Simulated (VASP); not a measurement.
Ce:

```xyz
1
Lattice="0.0000 2.3775 2.3775 2.3775 0.0000 2.3775 2.3775 2.3775 0.0000" Properties=species:S:1:pos:R:3 pbc="T T T"
Ce    0.0000    0.0000    0.0000
```

Base run:

```yaml
Program: VASP 6.6.1
Functional: PBE
Potentials_or_basis: VASP PAW PBE potentials, release 64 (Ce)
Cutoff: 500 eV
k_mesh: 11 × 11 × 11
Occupations: gaussian, width 1 eV
Spin: no spin polarisation
```

Its results: band gap on the k mesh zero (band 6 reaches 9.85 eV, above the bottom of band 7 at 9.30 eV); pressure 5.9 GPa.

Question: The run is repeated on the same cell with these changes: occupations from gaussian, width 1 eV to methfessel-paxton, width 0.1 eV. What comes out?

Answer: Band gap on the k mesh zero (band 6 reaches 9.43 eV, above the bottom of band 7 at 9.10 eV); pressure -0.8 GPa.

Caveats: spin-orbit coupling is left out, which moves the levels of the heavy elements.
